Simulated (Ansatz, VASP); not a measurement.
One calculation of TePb, two programs

```xyz
2
Lattice="0.0000 3.2944 3.2944 3.2944 0.0000 3.2944 3.2944 3.2944 0.0000" Properties=species:S:1:pos:R:3 pbc="T T T"
Pb    0.0000    0.0000    0.0000
Te    3.2944    3.2944    3.2944
```

Alike in both runs: task single point; functional r2SCAN; k mesh 7 × 7 × 7; occupations fermi-dirac, width 0.05 eV; non-collinear spin, spin-orbit coupling.

|  | VASP | Ansatz |
| --- | --- | --- |
| version | VASP 6.6.1 | Ansatz 0.2.0 |
| potentials or method | VASP PAW PBE potentials, release 64 (Pb_d, Te) | Ansatz PAW |
| plane-wave cutoff (eV) | 520 | 500 |
| valence electrons in the cell | 20 | 30 |

Ansatz gave:

| Item | Value |
| --- | --- |
| pressure (GPa) | -1.1 |
| net moment per atom (μB) | 0.00 |

Which values does VASP return?

Pressure (GPa): -1.0; net moment per atom (μB): 0.00.

VASP's potentials were made for PBE, not for r2SCAN. The functional is the same, so the differences come from potentials, cutoffs and numerics. VASP's potentials hold 20 valence electrons a cell and Ansatz's 30, so a difference there can come from the potentials and not from the codes.
